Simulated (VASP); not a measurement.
Input of a VASP 6.6.1 run:

INCAR

```
SYSTEM = SnO2
PREC     = Accurate       ! precision mode
ENCUT    = 520            ! plane-wave cutoff, eV
EDIFF    = 1E-7           ! SCF threshold, eV
ISMEAR   = 0              ! smearing method
SIGMA    = 0.02           ! smearing width, eV
LREAL    = .False.        ! projectors in reciprocal space
LASPH    = .True.         ! aspherical terms in the spheres
NELM     = 60             ! most SCF steps
ALGO     = Normal         ! electronic algorithm
ISIF     = 2              ! what is computed and relaxed
LWAVE    = .False.        ! write WAVECAR
LCHARG   = .True.         ! write CHGCAR
GGA      = PE             ! functional
LELF     = .True.         ! ELF
LVHAR    = .True.       
NBANDS   = 20             ! bands
```

The input KPOINTS:

```
Automatic mesh
0
Gamma
  12 12 12
  0 0 0
```

Contents of POSCAR:

```
SnO2
1.0
    1.6041886725      0.7771393433      4.8438493686
   -1.6041886725      0.7771393433      4.8438493686
    0.0000000000     -2.1303497967      4.9558848633
Sn O
1 2
Direct
    0.5033511367      0.5033511367      0.5010317964
    0.2371995158      0.2371995158      0.2368140621
    0.7594493475      0.7594493475      0.7621541414
```

Potentials or basis: VASP PAW PBE potentials, release 64 (Sn_d, O).

Launch:

```sh
$ cat potpaw_PBE.64/Sn_d/POTCAR potpaw_PBE.64/O/POTCAR > POTCAR
$ mpirun -np 1 vasp_std > vasp.out
```

(1) Predict the largest force.

(2) What does it give for the pressure?

Results:

(1) 1.175 eV/Å.

(2) -5.3 GPa.

Caveat: the cell differs from its parent crystal (strained and its atoms moved); the cell stands under tension; forces of over 1 eV/Å act on the atoms, so gaps and moduli don't describe the material at rest.
